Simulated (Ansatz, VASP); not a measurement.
**Mo: VASP beside Ansatz**

```
Mo
1.0
    -1.58030    1.56465    1.58030
     1.54901   -1.56465    1.54901
     1.58030    1.56465   -1.58030
Mo
1
Direct
  0.00000 0.00000 0.00000
```

Change from the starting cell: strain -0.0200 x Voigt [0, 0, 0, 0, 1, 0], atoms carried along.

Alike in both runs: task single point; functional PBEsol; k mesh 26 × 26 × 26; occupations gaussian, width 0.15 eV; no spin polarisation.

|  | VASP | Ansatz |
| --- | --- | --- |
| version | VASP 6.6.1 | Ansatz 0.2.0 |
| potentials or method | VASP PAW PBE potentials, release 64 (Mo_sv), cutoff 520 eV | scalar-relativistic, plane waves, PAW |
| valence electrons in the cell | 14 | 14 |

```csv
,VASP,Ansatz,Ansatz less VASP
gap on the k mesh at the Fermi level (eV),none,none,-
pressure (GPa),0.8,0.2,-0.57
"traceless stress, the component that is largest in VASP (GPa)",2.15,2.13,-0.017
```

VASP's potentials were made for PBE, not for PBEsol. A gap of «none» marks a metal or a gap that the smearing closes.
